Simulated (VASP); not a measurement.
Wanted: the native input for a VASP 6.6.1 run.

```
Task                   : relaxation of cell and atoms
Functional             : PBE
Potentials or basis    : VASP PAW PBE potentials, release 64 (Na_pv, Li_sv, Zr_sv, P)
Cutoff                 : 600 eV
k mesh                 : 6 × 6 × 6
Occupations            : gaussian, width 0.2 eV
Spin                   : no spin polarisation
Dipole correction      : no
Further INCAR settings : ALGO = Normal; EDIFF = 1e-07; IBRION = 2; EDIFFG = -0.08; NSW = 36; ISIF = 3
```

The structure of Na2Li2ZrP2 lies in POSCAR:

```
Na2Li2ZrP2
1.0
   -1.8606124200      1.8606124200      7.3384387700
    1.8606124200     -1.8606124200      7.3384387700
    1.8606124200      1.8606124200     -7.3384387700
Na Li Zr P
2 2 1 2
Direct
    0.3963530100      0.3963530100      0.0000000000
    0.6036469900      0.6036469900      0.0000000000
    0.0000000000      0.5000000000      0.5000000000
    0.5000000000      0.0000000000      0.5000000000
    0.0000000000      0.0000000000      0.0000000000
    0.1823770000      0.1823770000      0.0000000000
    0.8176230000      0.8176230000      0.0000000000
```

The cell was generated, and may not be a known phase.

The input as run:

INCAR

```
SYSTEM = Na2Li2ZrP2
ALGO = Normal ; EDIFF = 1E-7
EDIFFG = -0.08 ; ENCUT = 600
GGA = PE ; IBRION = 2
ISIF = 3 ; ISMEAR = 0
LASPH = .True. ; LCHARG = .False.
LREAL = .False. ; LWAVE = .False.
NELM = 80 ; NSW = 36
PREC = Accurate ; SIGMA = 0.2
```

KPOINTS

```
k-points
0
Gamma
  6 6 6
  0 0 0
```

Potentials or basis: VASP PAW PBE potentials, release 64 (Na_pv, Li_sv, Zr_sv, P).

Launch:

```bash
$ cat potpaw_PBE.64/Na_pv/POTCAR potpaw_PBE.64/Li_sv/POTCAR potpaw_PBE.64/Zr_sv/POTCAR potpaw_PBE.64/P/POTCAR > POTCAR
$ mpirun -np 1 vasp_std > vasp.out
```

Results of the run:

```
Relaxed volume                        : 29.28 Å³/atom
Relaxed cell                          : a = 8.552 Å, b = 8.552 Å, c = 8.552 Å, α = 144.98°, β = 144.98°, γ = 50.36°
Space group after relaxing (to 0.1 Å) : I4/mmm (No. 139)
Energy gained by relaxing             : 1506.4 meV/atom
Ionic steps                           : 19
Pressure after relaxing               : 0.0 GPa
Largest force after relaxing          : 0.062 eV/Å
Band gap on the k mesh                : zero (bands 21 and 22 overlap by 0.22 eV)
```

Caveat: the cutoff is under 1.25 times the usual one of these potentials, so pressure, stress and relaxed cells hold a basis-set (Pulay) error; the volume moved by over 15 % at a fixed basis, so the end points are rough; the relaxation stopped at a loose force limit of 0.08 eV/Å, so its end isn't a converged minimum.

It took 64 min on 1 thread of Intel(R) Xeon(R) Platinum 8488C (Sapphire Rapids), on a shared host, peak memory 0.72 GiB.
